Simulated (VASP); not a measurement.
# BP (I-4m2) in VASP: single point with r2SCAN

Aim: the single point of BP with r2SCAN.

All numbers are computed with VASP 6.6.1; they aren't measurements. Logs are shortened: lines on timing, memory, paths and dates and some standing lists are left out, and cuts for length are marked.

## Step 1: The cell of the first run

Symmetry: I-4m2, No. 119, tetragonal system. Conventional cell: a = 3.208 Å, b = 3.208 Å, c = 4.355 Å, α = 90.00°, β = 90.00°, γ = 90.00°. Within 2.6 Å of B (site symmetry -4m2) lie 4 P at 1.94 Å. P (site symmetry -4m2) has 4 B at 1.94 Å within 2.6 Å.

## Step 2: Single point, r2SCAN (strain -0.0400 x Voigt [0, 1, 0, 0, 0, 0])

POSCAR reads:

```
BP
1.0
    0.0000000000      2.1775361416      2.2682668142
    2.2682668142      0.0000000000      2.2682668142
    2.2682668142      2.1775361416      0.0000000000
B P
1 1
Direct
    0.0000000000      0.0000000000      0.0000000000
    0.7500000000      0.7500000000      0.7500000000
```

INCAR.step1 reads:

```
SYSTEM = BP
PREC = Accurate ; ENCUT = 520
ISMEAR = 0 ; SIGMA = 0.05
LREAL = .FALSE. ; LASPH = .TRUE.
NELM = 100 ; NBANDS = 11
GGA = PE ; ALGO = Normal
EDIFF = 1E-4 ; LWAVE = .TRUE.
LCHARG = .FALSE.
```

INCAR.step2 reads:

```
SYSTEM = BP
PREC = Accurate ; ENCUT = 520
EDIFF = 1E-6 ; ISMEAR = 0
SIGMA = 0.05 ; LREAL = .FALSE.
LASPH = .TRUE. ; NELM = 100
ALGO = Normal ; ISIF = 2
LWAVE = .FALSE. ; LCHARG = .FALSE.
METAGGA = R2SCAN ; LMIXTAU = .TRUE.
NBANDS = 11 ; ISTART = 1
```

KPOINTS reads:

```
regular mesh
0
G
  10 10 10
  0 0 0
```

Potentials or basis: VASP PAW PBE potentials, release 64 (B, P).

The run is started by

```bash
$ cat potpaw_PBE.64/B/POTCAR potpaw_PBE.64/P/POTCAR > POTCAR
$ cp INCAR.step1 INCAR
$ mpirun -np 1 vasp_std > vasp.out
$ cp INCAR.step2 INCAR
$ mpirun -np 1 vasp_std > vasp.out
```

OUTCAR:

```text
SYSTEM = BP
   PREC = Accurate
   ENCUT = 520
   EDIFF = 1E-6
   ISMEAR = 0
   LREAL = .FALSE.
   LASPH = .TRUE.
   NELM = 100
   ISIF = 2
   METAGGA = R2SCAN
   ISTART = 1

 ion  position               nearest neighbor table
   1  0.000  0.000  0.000-   2 1.94   2 1.94   2 1.94   2 1.94
   2  0.750  0.750  0.750-   1 1.94   1 1.94   1 1.94   1 1.94

  LATTYP: Found a body centered tetragonal cell.
 ALAT       =     3.2078136917
 C/A-ratio  =     1.3576450199

  Lattice vectors:

 A1 = (   0.0000000000,  -2.1775361416,   2.2682668142)
 A2 = (   0.0000000000,  -2.1775361416,  -2.2682668142)
 A3 = (   2.2682668142,   2.1775361416,   0.0000000000)

Analysis of symmetry for initial positions (statically):
=====================================================================
 Subroutine PRICEL returns:
 Original cell was already a primitive cell.

 Routine SETGRP: Setting up the symmetry group for a
 body centered tetragonal supercell.

 Subroutine GETGRP returns: Found  8 space group operations
 (whereof  8 operations were pure point group operations)
 out of a pool of 16 trial point group operations.

The static configuration has the point symmetry D_2d.

Analysis of symmetry for dynamics (positions and initial velocities):
=====================================================================
 Subroutine PRICEL returns:
 Original cell was already a primitive cell.

 Routine SETGRP: Setting up the symmetry group for a
 body centered tetragonal supercell.

 Subroutine GETGRP returns: Found  8 space group operations
 (whereof  8 operations were pure point group operations)
 out of a pool of 16 trial point group operations.

The dynamic configuration has the point symmetry D_2d.

 Subroutine INISYM returns: Found  8 space group operations
 (whereof  8 operations are pure point group operations),
 and found     1 'primitive' translations

----------------------------------------------------------------------------------------

                                     Primitive cell

  volume of cell :      22.4070

  direct lattice vectors                    reciprocal lattice vectors
     0.000000000  2.177536142  2.268266814    -0.220432621  0.229617314  0.220432621
     2.268266814  0.000000000  2.268266814     0.220432621 -0.229617314  0.220432621
     2.268266814  2.177536142  0.000000000     0.220432621  0.229617314 -0.220432621

  length of vectors
     3.144312006  3.207813692  3.144312006     0.387175919  0.387175919  0.387175919

  position of ions in fractional coordinates (direct lattice)
     0.000000000  0.000000000  0.000000000
     0.750000000  0.750000000  0.750000000

  ion indices of the primitive-cell ions
   primitive index   ion index
                 1           1
                 2           2

----------------------------------------------------------------------------------------

 KPOINTS: regular mesh

Automatic generation of k-mesh.
 Grid dimensions read from file:
 generate k-points for:   10   10   10

 Generating k-lattice:

  Cartesian coordinates                     Fractional coordinates (reciprocal lattice)
    -0.022043262  0.022961731  0.022043262     0.100000000  0.000000000  0.000000000
     0.022043262 -0.022961731  0.022043262    -0.000000000  0.100000000 -0.000000000
     0.022043262  0.022961731 -0.022043262     0.000000000  0.000000000  0.100000000

  Length of vectors
     0.038717592  0.038717592  0.038717592

  Shift w.r.t. Gamma in fractional coordinates (k-lattice)
     0.000000000  0.000000000  0.000000000

 Subroutine IBZKPT returns following result:
 ===========================================

 Found    102 irreducible k-points:

 Following reciprocal coordinates:
            Coordinates               Weight
  0.000000  0.000000  0.000000      1.000000
  0.100000  0.000000  0.000000      8.000000
  0.200000  0.000000  0.000000      8.000000
  0.300000  0.000000  0.000000      8.000000
  0.400000  0.000000  0.000000      8.000000
  0.500000  0.000000  0.000000      4.000000
[... 16 lines left out ...]
  0.300000  0.300000  0.000000      4.000000
  0.400000  0.300000  0.000000     16.000000
 [... further k-points ...]
   k-points           NKPTS =    102   k-points in BZ     NKDIM =    102   number of bands    NBANDS=     11
   number of dos      NEDOS =    301   number of ions     NIONS =      2
   total plane-waves  NPLWV =  13824
   dimension x,y,z NGX =    24 NGY =   24 NGZ =   24
   dimension x,y,z NGXF=    48 NGYF=   48 NGZF=   48
   ions per type =               1   1
   NGX,Y,Z   is equivalent  to a cutoff of  12.69, 12.44, 12.69 a.u.
   NGXF,Y,Z  is equivalent  to a cutoff of  25.38, 24.88, 25.38 a.u.
 SYSTEM =  BP
   PREC   = accura    normal or accurate (medium, high low for compatibility)
   ISTART =      1    job   : 0-new  1-cont  2-samecut
   ICHARG =      0    charge: 1-file 2-atom 10-const
   ISPIN  =      1    spin polarized calculation?
   LNONCOLLINEAR =      F non collinear calculations
   LSORBIT =      F    spin-orbit coupling
   LASPH  =      T    aspherical Exc in radial PAW
   ENCUT  =  520.0 eV  38.22 Ry    6.18 a.u.   5.85  5.96  5.85*2*pi/ulx,y,z
   NELM   =    100;   NELMIN=  2; NELMDL=  0     # of ELM steps
   EDIFF  = 0.1E-05   stopping-criterion for ELM
   LREAL  =      F    real-space projection
   EDIFFG = 0.1E-04   stopping-criterion for IOM
   NSW    =      0    number of steps for IOM
   IBRION =     -1    ionic relax: 0-MD 1-quasi-New 2-CG
   NFREE  =      0    steps in history (QN), initial steepest desc. (CG)
   ISIF   =      2    stress and relaxation
   ISYM   =      2    0-nonsym 1-usesym 2-fastsym
   POTIM  = 0.5000    time-step for ionic-motion
   TEBEG  =    0.0;   TEEND  =   0.0 temperature during run
   PSTRESS=    0.0 pullay stress
   NELECT =       8.0000    total number of electrons
   NUPDOWN=      -1.0000    fix difference up-down
   EMIN   =  10.00;   EMAX   =-10.00  energy-range for DOS
   EFERMI =   0.00;   METHOD = LEGACY
   ISMEAR =     0;   SIGMA  =   0.05  broadening in eV -4-tet -1-fermi 0-gaus
   EFERMI_NEDOS =   21; number of points for ismear=-14 and -15
   IALGO  =     38    algorithm
   IMIX   =      4    mixing-type and parameters
     AMIX     =   0.40;   BMIX     =  1.00
     AMIX_MAG =   1.60;   BMIX_MAG =  1.00
  volume/ion in A,a.u.               =      11.20        75.60
  Fermi-wavevector in a.u.,A,eV,Ry     =   1.161387  2.194703 18.351806  1.348820
  Thomas-Fermi vector in A             =   2.297959
   LORBIT       =      0    0 simple, 1 ext, 2 COOP (PROOUT), +10 PAW based schemes
   METAGGA = R2SCAN    functional components
   LHFCALC =     F    Hartree Fock is set to
   AEXX    =    0.0000 exact exchange contribution
   IVDW    =     0    specifies the selected vdW correction
   LEPSILON=     F    determine dielectric tensor
   LRPA    =     F    only Hartree local field effects (RPA)
 non-spin polarized calculation
 Gauss-broadening in eV      SIGMA  =   0.05
  energy-cutoff  :      520.00
  volume of cell :       22.41
 maximum number of plane-waves:       620
   NGX = 11   NGY = 11   NGZ = 11

 number of electron       8.0000000 magnetization

 Free energy of the ion-electron system (eV)
  ---------------------------------------------------
  ext. energy  EPLUGINS =         0.00000000
  ---------------------------------------------------
  free energy    TOTEN  =       -17.27034896 eV

  energy without entropy =      -17.27034896  energy(sigma->0) =      -17.27034896

 E-fermi :   8.3663     XC(G=0): -11.6927

 val. band max:        8.1743537566   @ k =   0.0000   0.0000   0.0000
 cond. band min:       8.9121803668   @ k =   0.4000   0.0000   0.4000
 fundamental gap:      0.7378266102
 Fermi energy:         8.3663081629

 k-point     1 :       0.0000    0.0000    0.0000
  band No.  band energies     occupation
      1      -8.7544      2.00000
      2       7.7599      2.00000
      3       7.7599      2.00000
      4       8.1744      2.00000
      5      11.4451      0.00000
      6      11.6988      0.00000
      7      11.6988      0.00000
      8      16.5616      0.00000
      9      20.0890      0.00000
     10      20.6290      0.00000
     11      21.1850      0.00000

 k-point     2 :       0.1000    0.0000    0.0000
  band No.  band energies     occupation
      1      -8.5583      2.00000
      2       6.4795      2.00000
      3       7.4210      2.00000
      4       7.7480      2.00000
      5      11.8634      0.00000
      6      12.1342      0.00000
      7      12.2643      0.00000
      8      17.0604      0.00000
      9      19.4932      0.00000
     10      20.3623      0.00000
     11      21.2566      0.00000

 k-point     3 :       0.2000    0.0000    0.0000
  band No.  band energies     occupation
      1      -7.9771      2.00000
      2       3.9680      2.00000
      3       6.7713      2.00000
      4       7.1608      2.00000
      5      12.2944      0.00000
      6      12.8358      0.00000
      7      12.9939      0.00000
      8      18.1867      0.00000
      9      19.1001      0.00000
     10      19.5678      0.00000
     11      22.1769      0.00000

 k-point     4 :       0.3000    0.0000    0.0000
  band No.  band energies     occupation
      1      -7.0409      2.00000
      2       1.4140      2.00000
      3       6.1956      2.00000
      4       6.6673      2.00000
      5      12.2589      0.00000
      6      13.0240      0.00000
      7      13.4516      0.00000
      8      18.9970      0.00000
      9      19.9969      0.00000
     10      20.0599      0.00000
     11      22.5152      0.00000
[... 239 lines left out ...]
 k-point    22 :      -0.2000    0.2000   -0.0000
  band No.  band energies     occupation
      1      -6.6981      2.00000
      2       2.1865      2.00000
      3       3.2498      2.00000
      4       6.6786      2.00000
      5      13.0024      0.00000
      6      13.5865      0.00000
      7      14.8665      0.00000
      8      17.1081      0.00000
      9      18.0899      0.00000
     10      22.9005      0.00000
     11      25.4392      0.00000

 k-point    23 :       0.3000    0.3000    0.0000
  band No.  band energies     occupation
      1      -6.5082      2.00000
      2       2.5630      2.00000
      3       4.4416      2.00000
      4       4.5729      2.00000
      5       9.7928      0.00000
      6      12.1916      0.00000
      7      17.1354      0.00000
      8      18.1441      0.00000
      9      22.0923      0.00000
     10      23.4363      0.00000
     11      25.9358      0.00000

 k-point    24 :       0.4000    0.3000    0.0000
  band No.  band energies     occupation
      1      -5.6190      2.00000
      2       1.1614      2.00000
      3       3.5413      2.00000
      4       4.2021      2.00000
      5      10.0990      0.00000
      6      11.9831      0.00000
      7      17.7810      0.00000
      8      18.9017      0.00000
      9      23.0631      0.00000
     10      24.4055      0.00000
     11      26.4594      0.00000

 [... further k-points ...]
[... 5 lines left out ...]
  --------------------------------------------------------------------------------------
  -------------------------------------------------------------------------------------
  Total        0.4245501      2.0384619      0.4245501      0.0000000     -0.0000000      0.0000000
  in kB       30.3567950    145.7570391     30.3567950      0.0000000     -0.0000000      0.0000000
  external PRESSURE =      68.8235431 kB  Pullay stress =       0.0000000 kB

 VOLUME and BASIS-vectors are now :
 -----------------------------------------------------------------------------
  energy-cutoff  :      520.00
  volume of cell :       22.41
      direct lattice vectors                 reciprocal lattice vectors
     0.000000000  2.177536142  2.268266814    -0.220432621  0.229617314  0.220432621
     2.268266814  0.000000000  2.268266814     0.220432621 -0.229617314  0.220432621
     2.268266814  2.177536142  0.000000000     0.220432621  0.229617314 -0.220432621

 POSITION                                       TOTAL-FORCE (eV/Angst)
 -----------------------------------------------------------------------------------
      0.00000      0.00000      0.00000         0.000000     -0.000000      0.000000
      3.40240      3.26630      3.40240        -0.000000      0.000000     -0.000000
 -----------------------------------------------------------------------------------
    total drift:                               -0.000000      0.000000     -0.000000

  FREE ENERGIE OF THE ION-ELECTRON SYSTEM (eV)
  ---------------------------------------------------
  free  energy   TOTEN  =       -17.2703489597 eV

  energy  without entropy=      -17.2703489597  energy(sigma->0) =      -17.27034896
```

It took 26 s on 1 thread of Intel Xeon 6975P-C (Granite Rapids), shared host; peak memory 0.14 GiB.

What came out:

```
Free energy            : -17.2703 eV
Pressure               : 6.9 GPa
Band gap on the k mesh : 0.74 eV, indirect (least direct gap 3.27 eV)
```

Stress tensor (GPa, compression positive):
```
 3.04  0.00  0.00
 0.00 14.58  0.00
 0.00  0.00  3.04
```

Caveat: the cell differs from its parent crystal (strain -0.0400 x Voigt [0, 1, 0, 0, 0, 0]); the PAW data sets were made with another functional, which shifts forces and pressure a little. A k mesh can miss the band edges.
